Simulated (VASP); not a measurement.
# WS in VASP: further runs

Aim: see how the results for WS move with the level of theory and the settings. Levels: PBE, LDA. Tasks: single point.

Everything below comes from runs of VASP 6.6.1. Logs are shortened: lines on timing, memory, paths and dates and some standing lists are left out, and cuts for length are marked.

## (1) The cell of the first run

The cell holds a slab with vacuum, 4 atoms: a = 3.184 Å, b = 3.184 Å, c = 31.951 Å, α = 90.00°, β = 90.00°, γ = 120.00°.

## (2) Single point, PBE

INCAR

```
PREC     = Accurate       # precision mode
ENCUT    = 520            # plane-wave cutoff, eV
EDIFF    = 1E-6           # SCF threshold, eV
ISMEAR   = -1             # smearing method
SIGMA    = 0.05           # smearing width, eV
LREAL    = F              # projectors in reciprocal space
LASPH    = T              # aspherical terms in the spheres
NELM     = 100            # most SCF steps
ALGO     = Normal         # electronic algorithm
ISIF     = 2              # what is computed and relaxed
LWAVE    = F              # write WAVECAR
LCHARG   = T              # write CHGCAR
GGA      = PE             # functional
LELF     = T              # ELF
LVHAR    = T            
NBANDS   = 28             # bands
```

KPOINTS

```
Automatic mesh
0
Gamma
  10 10 1
```

POSCAR

```
WS
1.0
    3.1835163551      0.0000000000      0.0000000000
   -1.5917581776      2.7570060369      0.0000000000
    0.0000000000      0.0000000000     31.9505778900
W S
2 2
Direct
    0.3333333300      0.6666666600      0.2347375383
    0.3333333300      0.6666666600      0.7652624617
    0.6666666700      0.3333333400      0.2835461018
    0.6666666700      0.3333333400      0.7164538982
```

Potentials or basis: VASP PAW PBE potentials, release 64 (W_sv, S).

Started as:

```bash
> cat potpaw_PBE.64/W_sv/POTCAR potpaw_PBE.64/S/POTCAR > POTCAR
> mpirun -np 1 vasp_std > vasp.out
```

OUTCAR:

```text
PREC = Accurate
   ENCUT = 520
   EDIFF = 1E-6
   ISMEAR = -1
   LREAL = F
   LASPH = T
   NELM = 100
   ISIF = 2
   GGA = PE

 ion  position               nearest neighbor table
   1  0.333  0.667  0.235-   3 2.41   3 2.41   3 2.41
   2  0.333  0.667  0.765-   4 2.41   4 2.41   4 2.41
   3  0.667  0.333  0.284-   1 2.41   1 2.41   1 2.41
   4  0.667  0.333  0.716-   2 2.41   2 2.41   2 2.41

  LATTYP: Found a hexagonal cell.
 ALAT       =     3.1835163551
 C/A-ratio  =    10.0362537289

  Lattice vectors:

 A1 = (   3.1835163551,   0.0000000000,   0.0000000000)
 A2 = (  -1.5917581776,   2.7570060369,   0.0000000000)
 A3 = (   0.0000000000,   0.0000000000,  31.9505778900)

Analysis of symmetry for initial positions (statically):
=====================================================================
 Subroutine PRICEL returns:
 Original cell was already a primitive cell.

 Routine SETGRP: Setting up the symmetry group for a
 hexagonal supercell.

 Subroutine GETGRP returns: Found 12 space group operations
 (whereof 12 operations were pure point group operations)
 out of a pool of 24 trial point group operations.

The static configuration has the point symmetry D_3h.

Analysis of symmetry for dynamics (positions and initial velocities):
=====================================================================
 Subroutine PRICEL returns:
 Original cell was already a primitive cell.

 Routine SETGRP: Setting up the symmetry group for a
 hexagonal supercell.

 Subroutine GETGRP returns: Found 12 space group operations
 (whereof 12 operations were pure point group operations)
 out of a pool of 24 trial point group operations.

The dynamic configuration has the point symmetry D_3h.

 Subroutine INISYM returns: Found 12 space group operations
 (whereof 12 operations are pure point group operations),
 and found     1 'primitive' translations

----------------------------------------------------------------------------------------

                                     Primitive cell

  volume of cell :     280.4294

  direct lattice vectors                    reciprocal lattice vectors
     3.183516355  0.000000000  0.000000000     0.314118066  0.181356150  0.000000000
[... 74 lines left out ...]
   LNONCOLLINEAR =      F non collinear calculations
   LSORBIT =      F    spin-orbit coupling
   LASPH  =      T    aspherical Exc in radial PAW
   ENCUT  =  520.0 eV  38.22 Ry    6.18 a.u.   5.92  5.92 59.41*2*pi/ulx,y,z
   NELM   =    100;   NELMIN=  2; NELMDL= -5     # of ELM steps
   EDIFF  = 0.1E-05   stopping-criterion for ELM
   LREAL  =      F    real-space projection
   EDIFFG = 0.1E-04   stopping-criterion for IOM
   NSW    =      0    number of steps for IOM
   IBRION =     -1    ionic relax: 0-MD 1-quasi-New 2-CG
   NFREE  =      0    steps in history (QN), initial steepest desc. (CG)
   ISIF   =      2    stress and relaxation
   ISYM   =      2    0-nonsym 1-usesym 2-fastsym
   POTIM  = 0.5000    time-step for ionic-motion
   TEBEG  =    0.0;   TEEND  =   0.0 temperature during run
   PSTRESS=    0.0 pullay stress
   NELECT =      40.0000    total number of electrons
   NUPDOWN=      -1.0000    fix difference up-down
   EMIN   =  10.00;   EMAX   =-10.00  energy-range for DOS
   EFERMI =   0.00;   METHOD = LEGACY
   ISMEAR =    -1;   SIGMA  =   0.05  broadening in eV -4-tet -1-fermi 0-gaus
   EFERMI_NEDOS =   21; number of points for ismear=-14 and -15
   IALGO  =     38    algorithm
   IMIX   =      4    mixing-type and parameters
     AMIX     =   0.40;   BMIX     =  1.00
     AMIX_MAG =   1.60;   BMIX_MAG =  1.00
  volume/ion in A,a.u.               =      70.11       473.11
  Fermi-wavevector in a.u.,A,eV,Ry     =   0.855369  1.616414  9.954793  0.731657
  Thomas-Fermi vector in A             =   1.972108
   LORBIT       =      0    0 simple, 1 ext, 2 COOP (PROOUT), +10 PAW based schemes
   GGA     = PE    functional components
   LHFCALC =     F    Hartree Fock is set to
   AEXX    =    0.0000 exact exchange contribution
   IVDW    =     0    specifies the selected vdW correction
   LEPSILON=     F    determine dielectric tensor
   LRPA    =     F    only Hartree local field effects (RPA)
 non-spin polarized calculation
  energy-cutoff  :      520.00
  volume of cell :      280.43
 maximum number of plane-waves:      7598
 NGX is ok and might be reduce to    24
   NGX = 11   NGY = 11   NGZ =119

 number of electron      40.0000000 magnetization

 Free energy of the ion-electron system (eV)
  ---------------------------------------------------
  ext. energy  EPLUGINS =         0.00000000
  ---------------------------------------------------
  free energy    TOTEN  =       -32.14418265 eV

  energy without entropy =      -32.13791447  energy(sigma->0) =      -32.14104856

 E-fermi :  -1.6090     XC(G=0):  -3.9384

 val. band max:       -1.6927946200   @ k =   0.5000   0.0000   0.0000
 cond. band min:      -1.4841928172   @ k =   0.1000   0.1000   0.0000
 fundamental gap:      0.2086018028
 Fermi energy:        -1.6090311584

 k-point     1 :       0.0000    0.0000    0.0000
  band No.  band energies     occupation
      1     -76.0311      2.00000
      2     -76.0311      2.00000
      3     -40.2850      2.00000
      4     -40.2850      2.00000
      5     -39.9867      2.00000
      6     -39.9867      2.00000
[... 423 lines left out ...]
     27       3.0118      0.00000
     28       3.0118      0.00000

------------------------ aborting loop because EDIFF is reached ----------------------------------------

  FORCE on cell =-STRESS in cart. coord.  units (eV):
  Direction    XX          YY          ZZ          XY          YZ          ZX
  --------------------------------------------------------------------------------------
  -------------------------------------------------------------------------------------
  Total      -10.8613271    -10.8613271     -1.5852714      0.0000000      0.0000000      0.0000000
  in kB      -62.0540246    -62.0540246     -9.0571317      0.0000000      0.0000000      0.0000000
  external PRESSURE =     -44.3883937 kB  Pullay stress =       0.0000000 kB

 VOLUME and BASIS-vectors are now :
 -----------------------------------------------------------------------------
  energy-cutoff  :      520.00
  volume of cell :      280.43
      direct lattice vectors                 reciprocal lattice vectors
     3.183516355  0.000000000  0.000000000     0.314118066  0.181356150  0.000000000
    -1.591758178  2.757006037  0.000000000     0.000000000  0.362712300  0.000000000
     0.000000000  0.000000000 31.950577890     0.000000000  0.000000000  0.031298338

 POSITION                                       TOTAL-FORCE (eV/Angst)
 -----------------------------------------------------------------------------------
     -0.00000      1.83800      7.50000        -0.000000      0.000000      0.495964
     -0.00000      1.83800     24.45058        -0.000000     -0.000000     -0.495964
      1.59176      0.91900      9.05946         0.000000      0.000000     -0.496185
      1.59176      0.91900     22.89112         0.000000      0.000000      0.496185
 -----------------------------------------------------------------------------------
    total drift:                                0.000000      0.000023     -0.000000

  FREE ENERGIE OF THE ION-ELECTRON SYSTEM (eV)
  ---------------------------------------------------
  free  energy   TOTEN  =       -32.1441826522 eV

  energy  without entropy=      -32.1379144650  energy(sigma->0) =      -32.14104856
```

stdout:

```text
POSCAR found type information on POSCAR W S
 POSCAR found :  2 types and       4 ions
 scaLAPACK will be used
 LDA part: xc-table for (Slater+PW92), standard interpolation
 POSCAR, INCAR and KPOINTS ok, starting setup
 FFT: planning ... GRIDC
 FFT: planning ... GRID_SOFT
 FFT: planning ... GRID
 WAVECAR not read
 entering main loop
```

Run time: 2.3 min. Hardware: 1 thread of Intel Xeon Platinum 8559C (Emerald Rapids), shared host; peak memory 0.39 GiB.

What came out:

```
Free energy            : -32.1442 eV
Largest force          : 0.496 eV/Å
Band gap on the k mesh : 0.21 eV, indirect (least direct gap 0.82 eV)
```

Forces on the atoms (eV/Å):
```
W    0.000  0.000  0.496
W    0.000  0.000 -0.496
S    0.000  0.000 -0.496
S    0.000  0.000  0.496
```

Caveat: spin-orbit coupling is left out, which moves the levels of the heavy elements.

## (3) Single point, PBE

INCAR

```
SYSTEM = WS
PREC = Accurate
ENCUT = 520
EDIFF = 1E-6
ISMEAR = -1
SIGMA = 0.05
LREAL = .FALSE.
LASPH = .TRUE.
NELM = 80
ALGO = Normal
ISIF = 2
LWAVE = .FALSE.
LCHARG = .FALSE.
GGA = PE
NBANDS = 28
```

KPOINTS

```
regular mesh
0
G
  10 10 1
  0 0 0
```

POSCAR is that of step 2.

Potentials or basis: VASP PAW PBE potentials, release 64 (W_sv, S).

Started as:

```bash
> cat potpaw_PBE.64/W_sv/POTCAR potpaw_PBE.64/S/POTCAR > POTCAR
> mpirun -np 1 vasp_std > vasp.out
```

Run time: 2 min. Hardware: 1 thread of Intel Xeon Platinum 8559C (Emerald Rapids), shared host; peak memory 0.39 GiB.

Results (log left out):

```
Free energy            : -32.1442 eV
Largest force          : 0.496 eV/Å
Band gap on the k mesh : 0.21 eV, indirect (least direct gap 0.82 eV)
```

Forces on the atoms (eV/Å):
```
W    0.000  0.000  0.496
W    0.000  0.000 -0.496
S    0.000  0.000 -0.496
S    0.000  0.000  0.496
```

Levels at points of the mesh, in eV from the valence-band top:
| k point | band 18 | band 19 | band 20 | band 21 | band 22 | band 23 |
| --- | --- | --- | --- | --- | --- | --- |
| (0.00, 0.00, 0.00) | -0.74 | -0.52 | -0.52 | 0.40 | 0.40 | 0.40 |
| (0.50, 0.00, 0.00) | -1.48 | 0.00 | 0.00 | 1.51 | 1.51 | 2.71 |

Caveat: spin-orbit coupling is left out, which moves the levels of the heavy elements.

## (4) Single point, LDA

INCAR

```
SYSTEM = WS
ALGO = Normal ; EDIFF = 1E-6
ENCUT = 520 ; ISIF = 2
ISMEAR = -1 ; LASPH = .TRUE.
LCHARG = .FALSE. ; LREAL = .FALSE.
LWAVE = .FALSE. ; NBANDS = 28
NELM = 80 ; PREC = Accurate
SIGMA = 0.05
```

KPOINTS

```
k-points
0
G
  10 10 1
  0 0 0
```

POSCAR is that of step 3.

Potentials or basis: VASP PAW LDA potentials, release 64 (W_sv, S).

Started as:

```bash
> cat potpaw_LDA.64/W_sv/POTCAR potpaw_LDA.64/S/POTCAR > POTCAR
> mpirun -np 1 vasp_std > vasp.out
```

OUTCAR:

```text
SYSTEM = WS
   EDIFF = 1E-6
   ENCUT = 520
   ISIF = 2
   ISMEAR = -1
   LASPH = .TRUE.
   LREAL = .FALSE.
   NELM = 80
   PREC = Accurate

 ion  position               nearest neighbor table
   1  0.333  0.667  0.235-   3 2.41   3 2.41   3 2.41
   2  0.333  0.667  0.765-   4 2.41   4 2.41   4 2.41
   3  0.667  0.333  0.284-   1 2.41   1 2.41   1 2.41
   4  0.667  0.333  0.716-   2 2.41   2 2.41   2 2.41

  LATTYP: Found a hexagonal cell.
 ALAT       =     3.1835163551
 C/A-ratio  =    10.0362537289

  Lattice vectors:

 A1 = (   3.1835163551,   0.0000000000,   0.0000000000)
 A2 = (  -1.5917581776,   2.7570060369,   0.0000000000)
 A3 = (   0.0000000000,   0.0000000000,  31.9505778900)

Analysis of symmetry for initial positions (statically):
=====================================================================
 Subroutine PRICEL returns:
 Original cell was already a primitive cell.

 Routine SETGRP: Setting up the symmetry group for a
 hexagonal supercell.

 Subroutine GETGRP returns: Found 12 space group operations
 (whereof 12 operations were pure point group operations)
 out of a pool of 24 trial point group operations.

The static configuration has the point symmetry D_3h.

Analysis of symmetry for dynamics (positions and initial velocities):
=====================================================================
 Subroutine PRICEL returns:
 Original cell was already a primitive cell.

 Routine SETGRP: Setting up the symmetry group for a
 hexagonal supercell.

 Subroutine GETGRP returns: Found 12 space group operations
 (whereof 12 operations were pure point group operations)
 out of a pool of 24 trial point group operations.

The dynamic configuration has the point symmetry D_3h.

 Subroutine INISYM returns: Found 12 space group operations
[... 104 lines left out ...]
   EFERMI =   0.00;   METHOD = LEGACY
   ISMEAR =    -1;   SIGMA  =   0.05  broadening in eV -4-tet -1-fermi 0-gaus
   EFERMI_NEDOS =   21; number of points for ismear=-14 and -15
   IALGO  =     38    algorithm
   IMIX   =      4    mixing-type and parameters
     AMIX     =   0.40;   BMIX     =  1.00
     AMIX_MAG =   1.60;   BMIX_MAG =  1.00
  volume/ion in A,a.u.               =      70.11       473.11
  Fermi-wavevector in a.u.,A,eV,Ry     =   0.855369  1.616414  9.954793  0.731657
  Thomas-Fermi vector in A             =   1.972108
   LORBIT       =      0    0 simple, 1 ext, 2 COOP (PROOUT), +10 PAW based schemes
   GGA     = CA    functional components
   LHFCALC =     F    Hartree Fock is set to
   AEXX    =    0.0000 exact exchange contribution
   IVDW    =     0    specifies the selected vdW correction
   LEPSILON=     F    determine dielectric tensor
   LRPA    =     F    only Hartree local field effects (RPA)
 non-spin polarized calculation
  energy-cutoff  :      520.00
  volume of cell :      280.43
 maximum number of plane-waves:      7598
 NGX is ok and might be reduce to    24
   NGX = 11   NGY = 11   NGZ =119

 number of electron      40.0000000 magnetization

 Free energy of the ion-electron system (eV)
  ---------------------------------------------------
  ext. energy  EPLUGINS =         0.00000000
  ---------------------------------------------------
  free energy    TOTEN  =       -35.03297267 eV

  energy without entropy =      -35.02318389  energy(sigma->0) =      -35.02807828

 E-fermi :  -1.8273     XC(G=0):  -4.0279

 val. band max:       -1.8637472781   @ k =   0.5000   0.0000   0.0000
 cond. band min:      -1.7430811013   @ k =   0.1000   0.1000   0.0000
 fundamental gap:      0.1206661768
 Fermi energy:        -1.8272751450

 k-point     1 :       0.0000    0.0000    0.0000
  band No.  band energies     occupation
      1     -75.7879      2.00000
      2     -75.7879      2.00000
      3     -40.2852      2.00000
      4     -40.2852      2.00000
      5     -40.0003      2.00000
      6     -40.0003      2.00000
[... 423 lines left out ...]
     27       2.7325      0.00000
     28       2.7325      0.00000

------------------------ aborting loop because EDIFF is reached ----------------------------------------

  FORCE on cell =-STRESS in cart. coord.  units (eV):
  Direction    XX          YY          ZZ          XY          YZ          ZX
  --------------------------------------------------------------------------------------
  -------------------------------------------------------------------------------------
  Total      -14.1918679    -14.1918679     -3.5466121      0.0000000      0.0000000      0.0000000
  in kB      -81.0824051    -81.0824051    -20.2628604      0.0000000      0.0000000      0.0000000
  external PRESSURE =     -60.8092236 kB  Pullay stress =       0.0000000 kB

 VOLUME and BASIS-vectors are now :
 -----------------------------------------------------------------------------
  energy-cutoff  :      520.00
  volume of cell :      280.43
      direct lattice vectors                 reciprocal lattice vectors
     3.183516355  0.000000000  0.000000000     0.314118066  0.181356150  0.000000000
    -1.591758178  2.757006037  0.000000000     0.000000000  0.362712300  0.000000000
     0.000000000  0.000000000 31.950577890     0.000000000  0.000000000  0.031298338

 POSITION                                       TOTAL-FORCE (eV/Angst)
 -----------------------------------------------------------------------------------
     -0.00000      1.83800      7.50000         0.000000     -0.000000      1.124817
     -0.00000      1.83800     24.45058         0.000000     -0.000000     -1.124817
      1.59176      0.91900      9.05946        -0.000000      0.000000     -1.124982
      1.59176      0.91900     22.89112        -0.000000      0.000000      1.124982
 -----------------------------------------------------------------------------------
    total drift:                                0.000000      0.000023     -0.000000

  FREE ENERGIE OF THE ION-ELECTRON SYSTEM (eV)
  ---------------------------------------------------
  free  energy   TOTEN  =       -35.0329726719 eV

  energy  without entropy=      -35.0231838932  energy(sigma->0) =      -35.02807828
```

It took 1.8 min on 1 thread of Intel Xeon Platinum 8559C (Emerald Rapids), shared host; peak memory 0.32 GiB.

Results:

| Quantity | Value |
| --- | --- |
| Free energy | -35.0330 eV |
| Largest force | 1.125 eV/Å |
| Band gap on the k mesh | 0.12 eV, indirect (least direct gap 0.77 eV) |

Forces on the atoms (eV/Å):
```
W    0.000  0.000  1.125
W    0.000  0.000 -1.125
S    0.000  0.000 -1.125
S    0.000  0.000  1.125
```

Caveat: spin-orbit coupling is left out, which moves the levels of the heavy elements.
